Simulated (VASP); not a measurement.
## GaCo: single point with PBEsol

GaCo:

```
CELL_PARAMETERS angstrom
2.88310 0.00000 0.00000
0.00000 2.88310 0.00000
0.00000 0.00000 2.88310
ATOMIC_POSITIONS crystal
Ga 0.50000 0.50000 0.50000
Co 0.00000 0.00000 0.96532
```

This cell differs from its parent crystal: atom 2 (Co) moved by (+0.000, -0.100) A along [1 1 0] and z.

```
Program                : VASP 6.6.1
Task                   : single point
Functional             : PBEsol
Potentials or basis    : VASP PAW PBE potentials, release 64 (Ga_d, Co)
Cutoff                 : 520 eV
k mesh                 : 16 × 16 × 16
Occupations            : gaussian, width 0.15 eV
Spin                   : no spin polarisation
Dipole correction      : no
Further INCAR settings : ALGO = Fast; EDIFF = 1e-06; NBANDS = 18
```

```yaml
Pressure: -7.1 GPa
Largest_force: 0.566 eV/Å
Band_gap_on_the_k_mesh: zero (band 11 reaches 10.81 eV, above the bottom of band 12 at 9.28 eV)
```

Forces on the atoms (eV/Å):
```
Ga   0.000  0.000 -0.566
Co   0.000  0.000  0.566
```

Stress tensor (GPa, compression positive):
```
-6.92  0.00  0.00
 0.00 -6.92  0.00
 0.00  0.00 -7.56
```

Levels at points of the mesh, in eV from the Fermi level:
```
           k point  band 9  band 10  band 11  band 12  band 13  band 14
(0.00, 0.00, 0.00)   -0.71    -0.70    -0.70     5.18     5.18     5.25
(0.50, 0.00, 0.00)   -1.72    -1.69    -0.69     0.10    10.39    10.60
(0.00, 0.00, 0.50)   -1.71    -1.71    -0.70     0.12    10.53    10.53
(0.50, 0.50, 0.00)   -2.44    -1.18    -1.18    -0.24     2.26     3.14
(0.00, 0.50, 0.50)   -2.39    -1.20    -1.18    -0.24     2.25     3.14
(0.50, 0.50, 0.50)   -0.21    -0.20     0.62     3.71     3.71     3.86
```

Run time: 94 s on 1 thread of Intel(R) Xeon(R) Platinum 8488C (Sapphire Rapids) (shared host), peak memory 0.29 GiB.

Caveat: the cell differs from its parent crystal (atom 2 (Co) moved by (+0.000, -0.100) A along [1 1 0] and z); the PAW data sets were made with another functional, which shifts forces and pressure a little. Spin polarisation is off, so any magnetic state and its effect on volume and gap are missing.
